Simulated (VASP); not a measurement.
**NaCl: single point with r2SCAN**

NaCl:

```
CELL_PARAMETERS angstrom
4.62468 0.00000 0.00000
-2.31234 4.00509 0.00000
0.00000 0.00000 5.45607
ATOMIC_POSITIONS crystal
Na 0.33333 0.66667 0.25000
Na 0.66667 0.33333 0.75000
Cl 0.66667 0.33333 0.25000
Cl 0.33333 0.66667 0.75000
```

* Program: VASP 6.6.1
* Task: single point
* Functional: r2SCAN
* Potentials or basis: VASP PAW PBE potentials, release 64 (Na_pv, Cl)
* Cutoff: 520 eV
* k mesh: 6 × 6 × 4
* Occupations: gaussian, width 0.01 eV
* Spin: no spin polarisation

The pressure is 1.4 GPa and the band gap on the k mesh is 5.61 eV.

Stress tensor (GPa, compression positive):
```
1.29 0.00 0.00
0.00 1.29 0.00
0.00 0.00 1.51
```

Levels at points of the mesh, in eV from the valence-band top:
```tsv
k point	band 12	band 13	band 14	band 15	band 16	band 17
(0.00, 0.00, 0.00)	-0.39	-0.39	0.00	5.61	8.65	10.60
(0.50, 0.00, 0.00)	-0.86	-0.58	-0.27	7.78	8.76	9.37
(0.00, 0.00, 0.50)	-0.65	-0.65	-0.65	7.43	7.43	10.47
(0.50, 0.00, 0.50)	-0.74	-0.32	-0.32	7.96	7.96	11.19
```

It took 3 min on 1 thread of Intel Xeon 8259CL, on a shared host, peak memory 0.24 GiB.

Caveat: the PAW data sets were made with another functional, which shifts forces and pressure a little.
